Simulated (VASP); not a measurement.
# BP (zinc blende) (F-43m) in VASP: a series of runs

BP (zinc blende) is run at these levels: PBE; tasks: single point.

Program: VASP 6.6.1. These are calculated values, not measurements. Logs are shortened: lines on timing, memory, paths and dates and some standing lists are left out, and cuts for length are marked.

## 1. The cell of the first run

It takes space group F-43m (No. 216, cubic). The conventional cell has a = 4.474 Å, b = 4.474 Å, c = 4.474 Å, α = 90.00°, β = 90.00°, γ = 90.00°. B (site symmetry -43m) has 4 P at 1.94 Å within 2.6 Å. P (site symmetry -43m) has 4 B at 1.94 Å within 2.6 Å.

## 2. Single point, PBE (volume scaled by 0.96)

INCAR

```
PREC = Accurate
ENCUT = 500
EDIFF = 1E-6
ISMEAR = 0
SIGMA = 0.01
LREAL = False
LASPH = True
NELM = 120
ALGO = Normal
ISIF = 2
LWAVE = False
LCHARG = False
GGA = PE
NBANDS = 11
GGA_COMPAT = False
```

KPOINTS

```
Automatic mesh
0
Gamma
  10 10 10
```

POSCAR

```
BP
1.0
    0.0000000000      2.2368543514      2.2368543514
    2.2368543514      0.0000000000      2.2368543514
    2.2368543514      2.2368543514      0.0000000000
B P
1 1
Direct
    0.0000000000      0.0000000000      0.0000000000
    0.2500000000      0.2500000000      0.2500000000
```

Potentials or basis: VASP PAW PBE potentials, release 64 (B, P).

Command:

```
$ cat potpaw_PBE.64/B/POTCAR potpaw_PBE.64/P/POTCAR > POTCAR
$ mpirun -np 1 vasp_std > vasp.out
```

OUTCAR:

```text
PREC = Accurate
   ENCUT = 500
   EDIFF = 1E-6
   ISMEAR = 0
   LREAL = False
   LASPH = True
   NELM = 120
   ISIF = 2
   GGA = PE

 ion  position               nearest neighbor table
   1  0.000  0.000  0.000-   2 1.94   2 1.94   2 1.94   2 1.94
   2  0.250  0.250  0.250-   1 1.94   1 1.94   1 1.94   1 1.94

  LATTYP: Found a face centered cubic cell.
 ALAT       =     4.4737087028

  Lattice vectors:

 A1 = (   0.0000000000,   2.2368543514,   2.2368543514)
 A2 = (   2.2368543514,   0.0000000000,   2.2368543514)
 A3 = (   2.2368543514,   2.2368543514,   0.0000000000)

Analysis of symmetry for initial positions (statically):
=====================================================================
 Subroutine PRICEL returns:
 Original cell was already a primitive cell.

 Routine SETGRP: Setting up the symmetry group for a
 face centered cubic supercell.

 Subroutine GETGRP returns: Found 24 space group operations
 (whereof 24 operations were pure point group operations)
 out of a pool of 48 trial point group operations.

The static configuration has the point symmetry T_d .

Analysis of symmetry for dynamics (positions and initial velocities):
=====================================================================
 Subroutine PRICEL returns:
 Original cell was already a primitive cell.

 Routine SETGRP: Setting up the symmetry group for a
 face centered cubic supercell.

 Subroutine GETGRP returns: Found 24 space group operations
 (whereof 24 operations were pure point group operations)
 out of a pool of 48 trial point group operations.

The dynamic configuration has the point symmetry T_d .

 Subroutine INISYM returns: Found 24 space group operations
 (whereof 24 operations are pure point group operations),
 and found     1 'primitive' translations

----------------------------------------------------------------------------------------

                                     Primitive cell

  volume of cell :      22.3843

  direct lattice vectors                    reciprocal lattice vectors
     0.000000000  2.236854351  2.236854351    -0.223528188  0.223528188  0.223528188
     2.236854351  0.000000000  2.236854351     0.223528188 -0.223528188  0.223528188
     2.236854351  2.236854351  0.000000000     0.223528188  0.223528188 -0.223528188

  length of vectors
     3.163389761  3.163389761  3.163389761     0.387162179  0.387162179  0.387162179

  position of ions in fractional coordinates (direct lattice)
     0.000000000  0.000000000  0.000000000
     0.250000000  0.250000000  0.250000000

  ion indices of the primitive-cell ions
   primitive index   ion index
                 1           1
                 2           2

----------------------------------------------------------------------------------------

 KPOINTS: Automatic mesh

Automatic generation of k-mesh.
 Grid dimensions read from file:
 generate k-points for:   10   10   10

 Generating k-lattice:

  Cartesian coordinates                     Fractional coordinates (reciprocal lattice)
    -0.022352819  0.022352819  0.022352819     0.100000000  0.000000000  0.000000000
     0.022352819 -0.022352819  0.022352819     0.000000000  0.100000000  0.000000000
     0.022352819  0.022352819 -0.022352819     0.000000000  0.000000000  0.100000000

  Length of vectors
     0.038716218  0.038716218  0.038716218

  Shift w.r.t. Gamma in fractional coordinates (k-lattice)
     0.000000000  0.000000000  0.000000000

 Subroutine IBZKPT returns following result:
 ===========================================

 Found     47 irreducible k-points:

 Following reciprocal coordinates:
            Coordinates               Weight
  0.000000  0.000000  0.000000      1.000000
  0.100000  0.000000  0.000000      8.000000
  0.200000  0.000000  0.000000      8.000000
  0.300000  0.000000  0.000000      8.000000
  0.400000  0.000000  0.000000      8.000000
  0.500000  0.000000  0.000000      4.000000
[... 16 lines left out ...]
  0.300000  0.300000  0.000000      6.000000
  0.400000  0.300000  0.000000     24.000000
 [... further k-points ...]
   k-points           NKPTS =     47   k-points in BZ     NKDIM =     47   number of bands    NBANDS=     11
   number of dos      NEDOS =    301   number of ions     NIONS =      2
   total plane-waves  NPLWV =  13824
   dimension x,y,z NGX =    24 NGY =   24 NGZ =   24
   dimension x,y,z NGXF=    48 NGYF=   48 NGZF=   48
   ions per type =               1   1
   NGX,Y,Z   is equivalent  to a cutoff of  12.61, 12.61, 12.61 a.u.
   NGXF,Y,Z  is equivalent  to a cutoff of  25.23, 25.23, 25.23 a.u.
 SYSTEM =  unknown system
   PREC   = accura    normal or accurate (medium, high low for compatibility)
   ISTART =      0    job   : 0-new  1-cont  2-samecut
   ICHARG =      2    charge: 1-file 2-atom 10-const
   ISPIN  =      1    spin polarized calculation?
   LNONCOLLINEAR =      F non collinear calculations
   LSORBIT =      F    spin-orbit coupling
   LASPH  =      T    aspherical Exc in radial PAW
   ENCUT  =  500.0 eV  36.75 Ry    6.06 a.u.   5.77  5.77  5.77*2*pi/ulx,y,z
   NELM   =    120;   NELMIN=  2; NELMDL= -5     # of ELM steps
   EDIFF  = 0.1E-05   stopping-criterion for ELM
   LREAL  =      F    real-space projection
   EDIFFG = 0.1E-04   stopping-criterion for IOM
   NSW    =      0    number of steps for IOM
   IBRION =     -1    ionic relax: 0-MD 1-quasi-New 2-CG
   NFREE  =      0    steps in history (QN), initial steepest desc. (CG)
   ISIF   =      2    stress and relaxation
   ISYM   =      2    0-nonsym 1-usesym 2-fastsym
   POTIM  = 0.5000    time-step for ionic-motion
   TEBEG  =    0.0;   TEEND  =   0.0 temperature during run
   PSTRESS=    0.0 pullay stress
   NELECT =       8.0000    total number of electrons
   NUPDOWN=      -1.0000    fix difference up-down
   EMIN   =  10.00;   EMAX   =-10.00  energy-range for DOS
   EFERMI =   0.00;   METHOD = LEGACY
   ISMEAR =     0;   SIGMA  =   0.01  broadening in eV -4-tet -1-fermi 0-gaus
   EFERMI_NEDOS =   21; number of points for ismear=-14 and -15
   IALGO  =     38    algorithm
   IMIX   =      4    mixing-type and parameters
     AMIX     =   0.40;   BMIX     =  1.00
     AMIX_MAG =   1.60;   BMIX_MAG =  1.00
  volume/ion in A,a.u.               =      11.19        75.53
  Fermi-wavevector in a.u.,A,eV,Ry     =   1.161780  2.195445 18.364220  1.349732
  Thomas-Fermi vector in A             =   2.298348
   LORBIT       =      0    0 simple, 1 ext, 2 COOP (PROOUT), +10 PAW based schemes
   GGA     = PE    functional components
   LHFCALC =     F    Hartree Fock is set to
   AEXX    =    0.0000 exact exchange contribution
   IVDW    =     0    specifies the selected vdW correction
   LEPSILON=     F    determine dielectric tensor
   LRPA    =     F    only Hartree local field effects (RPA)
 non-spin polarized calculation
 Gauss-broadening in eV      SIGMA  =   0.01
  energy-cutoff  :      500.00
  volume of cell :       22.38
 maximum number of plane-waves:       588
   NGX = 11   NGY = 11   NGZ = 11

 number of electron       8.0000001 magnetization

 Free energy of the ion-electron system (eV)
  ---------------------------------------------------
  ext. energy  EPLUGINS =         0.00000000
  ---------------------------------------------------
  free energy    TOTEN  =       -12.90158052 eV

  energy without entropy =      -12.90158052  energy(sigma->0) =      -12.90158052

 E-fermi :   8.0245     XC(G=0): -11.0924

 val. band max:        7.9468869033   @ k =   0.0000   0.0000   0.0000
 cond. band min:       9.1266565140   @ k =   0.4000   0.4000   0.0000
 fundamental gap:      1.1797696106
 Fermi energy:         8.0245148301

 k-point     1 :       0.0000    0.0000    0.0000
  band No.  band energies     occupation
      1      -7.9007      2.00000
      2       7.9469      2.00000
      3       7.9469      2.00000
      4       7.9469      2.00000
      5      11.4142      0.00000
      6      11.4142      0.00000
      7      11.4142      0.00000
      8      15.9814      0.00000
      9      19.7569      0.00000
     10      20.2000      0.00000
     11      20.2000      0.00000

 k-point     2 :       0.1000    0.0000    0.0000
  band No.  band energies     occupation
      1      -7.7141      2.00000
      2       6.6136      2.00000
      3       7.6410      2.00000
      4       7.6411      2.00000
      5      11.8380      0.00000
      6      11.8380      0.00000
      7      11.8928      0.00000
      8      16.4565      0.00000
      9      19.4876      0.00000
     10      19.4876      0.00000
     11      20.3498      0.00000

 k-point     3 :       0.2000    0.0000    0.0000
  band No.  band energies     occupation
      1      -7.1609      2.00000
      2       4.2078      2.00000
      3       7.0641      2.00000
      4       7.0641      2.00000
      5      12.1650      0.00000
      6      12.5737      0.00000
      7      12.5737      0.00000
      8      17.4975      0.00000
      9      18.8703      0.00000
     10      18.8703      0.00000
     11      21.2285      0.00000

 k-point     4 :       0.3000    0.0000    0.0000
  band No.  band energies     occupation
      1      -6.2694      2.00000
      2       1.7738      2.00000
      3       6.5619      2.00000
      4       6.5619      2.00000
      5      12.1177      0.00000
      6      12.8799      0.00000
      7      12.8799      0.00000
      8      18.2215      0.00000
      9      19.4956      0.00000
     10      19.4956      0.00000
     11      21.5636      0.00000

 k-point     5 :       0.4000    0.0000    0.0000
  band No.  band energies     occupation
      1      -5.1488      2.00000
      2      -0.3264      2.00000
      3       6.2446      2.00000
      4       6.2446      2.00000
      5      12.0248      0.00000
      6      12.7760      0.00000
      7      12.7760      0.00000
      8      18.2852      0.00000
      9      21.2749      0.00000
     10      21.2749      0.00000
     11      22.5061      0.00000
[... 211 lines left out ...]
 k-point    21 :      -0.3000    0.2000    0.0000
  band No.  band energies     occupation
      1      -4.9209      2.00000
      2       0.7785      2.00000
      3       3.1281      2.00000
      4       5.9636      2.00000
      5      11.8900      0.00000
      6      14.2054      0.00000
      7      15.0910      0.00000
      8      17.6139      0.00000
      9      18.4169      0.00000
     10      20.9283      0.00000
     11      25.3517      0.00000

 k-point    22 :      -0.2000    0.2000    0.0000
  band No.  band energies     occupation
      1      -5.9670      2.00000
      2       2.5950      2.00000
      3       3.6075      2.00000
      4       6.6683      2.00000
      5      12.5257      0.00000
      6      13.3783      0.00000
      7      14.5238      0.00000
      8      16.5890      0.00000
      9      17.4837      0.00000
     10      21.8899      0.00000
     11      24.3319      0.00000

 k-point    23 :       0.3000    0.3000    0.0000
  band No.  band energies     occupation
      1      -5.7074      2.00000
      2       3.0728      2.00000
      3       4.6008      2.00000
      4       4.6008      2.00000
      5       9.4386      0.00000
      6      11.8341      0.00000
      7      17.0852      0.00000
      8      17.0852      0.00000
      9      21.5776      0.00000
     10      22.5274      0.00000
     11      25.0490      0.00000

 k-point    24 :       0.4000    0.3000    0.0000
  band No.  band energies     occupation
      1      -4.8473      2.00000
      2       1.6938      2.00000
      3       3.7376      2.00000
      4       4.2969      2.00000
      5       9.7244      0.00000
      6      11.5561      0.00000
      7      17.7082      0.00000
      8      17.7461      0.00000
      9      22.4565      0.00000
     10      23.4573      0.00000
     11      25.6353      0.00000

 [... further k-points ...]
[... 5 lines left out ...]
  --------------------------------------------------------------------------------------
  -------------------------------------------------------------------------------------
  Total        1.1972847      1.1972847      1.1972847      0.0000000     -0.0000000     -0.0000000
  in kB       85.6968605     85.6968605     85.6968605      0.0000000     -0.0000000     -0.0000000
  external PRESSURE =      85.6968605 kB  Pullay stress =       0.0000000 kB

 VOLUME and BASIS-vectors are now :
 -----------------------------------------------------------------------------
  energy-cutoff  :      500.00
  volume of cell :       22.38
      direct lattice vectors                 reciprocal lattice vectors
     0.000000000  2.236854351  2.236854351    -0.223528188  0.223528188  0.223528188
     2.236854351  0.000000000  2.236854351     0.223528188 -0.223528188  0.223528188
     2.236854351  2.236854351  0.000000000     0.223528188  0.223528188 -0.223528188

 POSITION                                       TOTAL-FORCE (eV/Angst)
 -----------------------------------------------------------------------------------
      0.00000      0.00000      0.00000         0.000000      0.000000     -0.000000
      1.11843      1.11843      1.11843        -0.000000     -0.000000      0.000000
 -----------------------------------------------------------------------------------
    total drift:                                0.000000      0.000000      0.000000

  FREE ENERGIE OF THE ION-ELECTRON SYSTEM (eV)
  ---------------------------------------------------
  free  energy   TOTEN  =       -12.9015805190 eV

  energy  without entropy=      -12.9015805190  energy(sigma->0) =      -12.90158052
```

Wall time 5.3 s (1 thread of Intel Xeon 6975P-C, shared host); peak memory 0.14 GiB.

What came out:

- Free energy: -12.9016 eV
- Pressure: 8.6 GPa
- Band gap on the k mesh: 1.18 eV, indirect (least direct gap 3.47 eV)

 A k mesh can miss the band edges.

(Part 1 of 2 ends here.)
